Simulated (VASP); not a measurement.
# LiCl (Fm-3m) in VASP: notebook

The runs below take LiCl through single point, with PBE-based screened hybrid, RPBE+D3(BJ).

Everything below comes from runs of VASP 6.6.1. Logs are shortened: lines on timing, memory, paths and dates and some standing lists are left out, and cuts for length are marked.

**1. The cell of the first run**

It takes space group Fm-3m (No. 225, cubic). The conventional cell has a = 5.130 Å, b = 5.130 Å, c = 5.130 Å, α = 90.00°, β = 90.00°, γ = 90.00°. Within 3.4 Å of Cl (site symmetry m-3m) lie 6 Li at 2.56 Å. Within 3.4 Å of Li (site symmetry m-3m) lie 6 Cl at 2.56 Å.

**2. Single point, PBE-based screened hybrid**

Contents of POSCAR:

```
LiCl
1.0
    0.0000000000      2.5647700000      2.5647700000
    2.5647700000      0.0000000000      2.5647700000
    2.5647700000      2.5647700000      0.0000000000
Cl Li
1 1
Direct
    0.5000000000      0.5000000000      0.5000000000
    0.0000000000      0.0000000000      0.0000000000
```

Contents of INCAR.step1:

```
  ALGO = Normal
  EDIFF = 1E-5
  ENCUT = 520
  GGA = PE
  ISIF = 2
  ISMEAR = -1
  LASPH = True
  LCHARG = False
  LREAL = False
  LWAVE = True
  NBANDS = 12
  NELM = 100
  PREC = Accurate
  SIGMA = 0.05
```

Contents of INCAR.step2:

```
  AEXX = 0.2
  ALGO = Normal
  EDIFF = 1E-6
  ENCUT = 520
  GGA = PE
  HFSCREEN = 0.2
  ISIF = 2
  ISMEAR = -1
  ISTART = 1
  LASPH = True
  LCHARG = False
  LHFCALC = True
  LREAL = False
  LWAVE = False
  NBANDS = 12
  NELM = 100
  PREC = Accurate
  PRECFOCK = Normal
  SIGMA = 0.05
```

Contents of KPOINTS:

```
k-points
0
Gamma
  5 5 5
```

Potentials or basis: VASP PAW PBE potentials, release 64 (Cl, Li_sv).

Run with:

```
$ cat potpaw_PBE.64/Cl/POTCAR potpaw_PBE.64/Li_sv/POTCAR > POTCAR
$ cp INCAR.step1 INCAR
$ mpirun -np 1 vasp_std > vasp.out
$ cp INCAR.step2 INCAR
$ mpirun -np 1 vasp_std > vasp.out
```

OUTCAR:

```text
AEXX = 0.2
   EDIFF = 1E-6
   ENCUT = 520
   GGA = PE
   HFSCREEN = 0.2
   ISIF = 2
   ISMEAR = -1
   ISTART = 1
   LASPH = True
   LHFCALC = True
   LREAL = False
   NELM = 100
   PREC = Accurate
   PRECFOCK = Normal

 ion  position               nearest neighbor table
   1  0.500  0.500  0.500-   2 2.56   2 2.56   2 2.56   2 2.56   2 2.56   2 2.56
   2  0.000  0.000  0.000-   1 2.56   1 2.56   1 2.56   1 2.56   1 2.56   1 2.56

  LATTYP: Found a face centered cubic cell.
 ALAT       =     5.1295400000

  Lattice vectors:

 A1 = (   0.0000000000,   2.5647700000,   2.5647700000)
 A2 = (   2.5647700000,   0.0000000000,   2.5647700000)
 A3 = (   2.5647700000,   2.5647700000,   0.0000000000)

Analysis of symmetry for initial positions (statically):
=====================================================================
 Subroutine PRICEL returns:
 Original cell was already a primitive cell.

 Routine SETGRP: Setting up the symmetry group for a
 face centered cubic supercell.

 Subroutine GETGRP returns: Found 48 space group operations
 (whereof 48 operations were pure point group operations)
 out of a pool of 48 trial point group operations.

The static configuration has the point symmetry O_h .

Analysis of symmetry for dynamics (positions and initial velocities):
=====================================================================
 Subroutine PRICEL returns:
 Original cell was already a primitive cell.

 Routine SETGRP: Setting up the symmetry group for a
 face centered cubic supercell.

 Subroutine GETGRP returns: Found 48 space group operations
 (whereof 48 operations were pure point group operations)
 out of a pool of 48 trial point group operations.

The dynamic configuration has the point symmetry O_h .

 Subroutine INISYM returns: Found 48 space group operations
 (whereof 48 operations are pure point group operations),
 and found     1 'primitive' translations

----------------------------------------------------------------------------------------

                                     Primitive cell

  volume of cell :      33.7423

  direct lattice vectors                    reciprocal lattice vectors
     0.000000000  2.564770000  2.564770000    -0.194949255  0.194949255  0.194949255
     2.564770000  0.000000000  2.564770000     0.194949255 -0.194949255  0.194949255
     2.564770000  2.564770000  0.000000000     0.194949255  0.194949255 -0.194949255
[... 84 lines left out ...]
   ISMEAR =    -1;   SIGMA  =   0.05  broadening in eV -4-tet -1-fermi 0-gaus
   EFERMI_NEDOS =   21; number of points for ismear=-14 and -15
   IALGO  =     38    algorithm
   IMIX   =      1    mixing-type and parameters
     AMIX     =   0.40;   BMIX     =  1.00
     AMIX_MAG =   1.60;   BMIX_MAG =  1.00
  volume/ion in A,a.u.               =      16.87       113.85
  Fermi-wavevector in a.u.,A,eV,Ry     =   1.091482  2.062601 16.209056  1.191332
  Thomas-Fermi vector in A             =   2.227728
   LORBIT       =      0    0 simple, 1 ext, 2 COOP (PROOUT), +10 PAW based schemes
   GGA     = PE    functional components
   LHFCALC =     T    Hartree Fock is set to
   PRECFOCK=normal    Normal, Fast or Accurate (Low or Medium for compatibility)
   ENCUT4O =  -1.0   cutoff for four orbital integrals eV
   NKREDX  =     1    reduce k-point grid by
   NKREDY  =     1    reduce k-point grid by
   NKREDZ  =     1    reduce k-point grid by
   AEXX    =    0.2000 exact exchange contribution
   HFSCREEN=    0.2000 screening length (either q_TF or 0.3 A-1)
   HFSCREENC=   0.2000 screening length for correlation (either q_TF or 0.3 A-1)
   ENCUTFOCK=  -1.0 apply spherical cutoff to Coloumb kernel
   IVDW    =     0    specifies the selected vdW correction
   LEPSILON=     F    determine dielectric tensor
   LRPA    =     F    only Hartree local field effects (RPA)
 non-spin polarized calculation
  energy-cutoff  :      520.00
  volume of cell :       33.74
 maximum number of plane-waves:       922
  NGX = 24; NGY = 24; NGZ = 24

 number of electron      10.0000005 magnetization

 Free energy of the ion-electron system (eV)
  ---------------------------------------------------
  ext. energy  EPLUGINS =         0.00000000
  ---------------------------------------------------
  free energy    TOTEN  =        -8.25460155 eV

  energy without entropy =       -8.25460155  energy(sigma->0) =       -8.25460155

 E-fermi :   1.0634     XC(G=0):  -7.5443

 val. band max:       -0.1981039206   @ k =   0.0000   0.0000   0.0000
 cond. band min:       7.2710655054   @ k =   0.0000   0.0000   0.0000
 fundamental gap:      7.4691694260
 Fermi energy:         1.0634190269

 k-point     1 :       0.0000    0.0000    0.0000
  band No.  band energies     occupation
      1     -45.9248      2.00000
      2     -14.6118      2.00000
      3      -0.1981      2.00000
      4      -0.1981      2.00000
      5      -0.1981      2.00000
      6       7.2711      0.00000
      7      12.9793      0.00000
      8      12.9793      0.00000
      9      12.9793      0.00000
     10      15.7054      0.00000
     11      15.7060      0.00000
     12      15.7257      0.00000
[... 121 lines left out ...]
 k-point    10 :      -0.4000    0.4000    0.2000
  band No.  band energies     occupation
      1     -45.9210      2.00000
      2     -13.8103      2.00000
      3      -2.6650      2.00000
      4      -2.0228      2.00000
      5      -1.1141      2.00000
      6      10.2420      0.00000
      7      10.6442      0.00000
      8      10.8556      0.00000
      9      12.8644      0.00000
     10      16.0684      0.00000
     11      17.7529      0.00000
     12      20.1125      0.00000

------------------------ aborting loop because EDIFF is reached ----------------------------------------

  FORCE on cell =-STRESS in cart. coord.  units (eV):
  Direction    XX          YY          ZZ          XY          YZ          ZX
  --------------------------------------------------------------------------------------
  -------------------------------------------------------------------------------------
  Total       -0.0471423     -0.0471423     -0.0471423      0.0000000     -0.0000000      0.0000000
  in kB       -2.2384432     -2.2384432     -2.2384432      0.0000000     -0.0000000      0.0000000
  external PRESSURE =      -2.2384432 kB  Pullay stress =       0.0000000 kB

 VOLUME and BASIS-vectors are now :
 -----------------------------------------------------------------------------
  energy-cutoff  :      520.00
  volume of cell :       33.74
      direct lattice vectors                 reciprocal lattice vectors
     0.000000000  2.564770000  2.564770000    -0.194949255  0.194949255  0.194949255
     2.564770000  0.000000000  2.564770000     0.194949255 -0.194949255  0.194949255
     2.564770000  2.564770000  0.000000000     0.194949255  0.194949255 -0.194949255

 POSITION                                       TOTAL-FORCE (eV/Angst)
 -----------------------------------------------------------------------------------
      2.56477      2.56477      2.56477        -0.000000      0.000000     -0.000000
      0.00000      0.00000      0.00000         0.000000     -0.000000      0.000000
 -----------------------------------------------------------------------------------
    total drift:                                0.000000      0.000000     -0.000000

  FREE ENERGIE OF THE ION-ELECTRON SYSTEM (eV)
  ---------------------------------------------------
  free  energy   TOTEN  =        -8.2546015527 eV

  energy  without entropy=       -8.2546015527  energy(sigma->0) =       -8.25460155
```

OUTCAR.step1:

```text
EDIFF = 1E-5
   ENCUT = 520
   GGA = PE
   ISIF = 2
   ISMEAR = -1
[... 353 lines left out ...]
 -----------------------------------------------------------------------------------
      2.56477      2.56477      2.56477        -0.000000      0.000000      0.000000
      0.00000      0.00000      0.00000         0.000000     -0.000000     -0.000000
 -----------------------------------------------------------------------------------
    total drift:                                0.000000      0.000000      0.000000

  FREE ENERGIE OF THE ION-ELECTRON SYSTEM (eV)
  ---------------------------------------------------
  free  energy   TOTEN  =        -7.3848108932 eV

  energy  without entropy=       -7.3848108932  energy(sigma->0) =       -7.38481089
```

It took 2 min on 1 thread of Intel Xeon Platinum 8488C (Sapphire Rapids), shared host; peak memory 0.25 GiB.

What came out:

```
Free energy            : -8.2546 eV
Band gap on the k mesh : 7.47 eV, direct
```

Levels at points of the mesh, in eV from the valence-band top:
| k point | band 1 | band 2 | band 3 | band 4 | band 5 | band 6 | band 7 | band 8 | band 9 | band 10 |
| --- | --- | --- | --- | --- | --- | --- | --- | --- | --- | --- |
| (0.00, 0.00, 0.00) | -45.73 | -14.41 | 0.00 | 0.00 | 0.00 | 7.47 | 13.18 | 13.18 | 13.18 | 15.90 |

Caveat: the k points lie up to 0.42 Å⁻¹ apart; the cutoff is under 1.25 times the usual one of these potentials, so pressure, stress and relaxed cells hold a basis-set (Pulay) error; the PAW data sets were made with another functional, which shifts forces and pressure a little.

**3. Single point, PBE-based screened hybrid**

POSCAR is that of step 2.

Contents of INCAR.step1:

```
ALGO = Normal
EDIFF = 1E-5
ENCUT = 520
GGA = PE
ISIF = 2
ISMEAR = -1
LASPH = True
LCHARG = False
LREAL = False
LWAVE = True
NBANDS = 12
NELM = 60
PREC = Accurate
SIGMA = 0.05
```

Contents of INCAR.step2:

```
AEXX = 0.25
ALGO = Normal
EDIFF = 1E-6
ENCUT = 520
GGA = PE
HFSCREEN = 0.2
ISIF = 2
ISMEAR = -1
ISTART = 1
LASPH = True
LCHARG = False
LHFCALC = True
LREAL = False
LWAVE = False
NBANDS = 12
NELM = 60
PREC = Accurate
PRECFOCK = Normal
SIGMA = 0.05
```

KPOINTS is that of step 2.

Potentials or basis: VASP PAW PBE potentials, release 64 (Cl, Li_sv).

Run with:

```
$ cat potpaw_PBE.64/Cl/POTCAR potpaw_PBE.64/Li_sv/POTCAR > POTCAR
$ cp INCAR.step1 INCAR
$ mpirun -np 1 vasp_std > vasp.out
$ cp INCAR.step2 INCAR
$ mpirun -np 1 vasp_std > vasp.out
```

It took 1.9 min on 1 thread of Intel Xeon Platinum 8488C (Sapphire Rapids), shared host; peak memory 0.25 GiB.

Results (log left out):

```yaml
Free_energy: -8.4753 eV
Band_gap_on_the_k_mesh: 7.76 eV, direct
```

Levels at points of the mesh, in eV from the valence-band top:
| k point | band 3 | band 4 | band 5 | band 6 | band 7 | band 8 |
| --- | --- | --- | --- | --- | --- | --- |
| (0.00, 0.00, 0.00) | 0.00 | 0.00 | 0.00 | 7.76 | 13.49 | 13.49 |

Caveat: the k points lie up to 0.42 Å⁻¹ apart; the cutoff is under 1.25 times the usual one of these potentials, so pressure, stress and relaxed cells hold a basis-set (Pulay) error; the PAW data sets were made with another functional, which shifts forces and pressure a little.

[end of part 1 of 3]
